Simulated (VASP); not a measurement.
# SnS2: single point with PBE

SnS2:

```
Sn S
1.0
     3.67431    0.00000    0.00000
    -1.83715    3.18204    0.00000
     0.00000    0.00000    6.22883
Sn S
1 2
Direct
  0.00000 0.00000 0.00000
  0.33333 0.66667 0.23465
  0.66667 0.33333 0.76535
```

```yaml
Program: VASP 6.6.1
Task: single point
Functional: PBE
Potentials_or_basis: VASP PAW PBE potentials, release 64 (Sn_d, S)
Cutoff: 500 eV
k_mesh: 6 × 6 × 4
Occupations: gaussian, width 0.1 eV
Spin: no spin polarisation
Dipole_correction: no
Charge: 0.25
Further_INCAR_settings: ALGO = Normal; EDIFF = 1e-06; NBANDS = 20; NELECT = 25.75
```

```yaml
Largest_force: 0.343 eV/Å
```

Forces on the atoms (eV/Å):
```
Sn   0.000  0.000  0.000
S    0.000  0.000  0.343
S    0.000  0.000 -0.343
```

Levels at points of the mesh, in eV from the Fermi level:
```tsv
k point	band 11	band 12	band 13	band 14	band 15	band 16
(0.00, 0.00, 0.00)	-0.15	-0.15	-0.03	2.18	3.92	5.61
(0.50, 0.00, 0.00)	-2.21	-0.56	-0.16	1.84	4.81	6.47
(0.00, 0.00, 0.50)	-0.52	-0.09	-0.09	3.05	3.95	5.48
(0.50, 0.00, 0.50)	-1.66	-0.43	-0.33	1.71	5.02	6.05
```

Run time: 25 s on 1 thread of Intel(R) Xeon(R) Platinum 8259CL CPU @ 2.50GHz (Skylake/Cascade Lake), with other jobs on the host, peak memory 0.19 GiB.

Caveat: the cell carries a net charge on a neutralising background, which shifts energy and pressure; the cell is charged against a uniform background, so pressure and absolute levels hang on convention; spin-orbit coupling is left out, which moves the levels of the heavy elements.
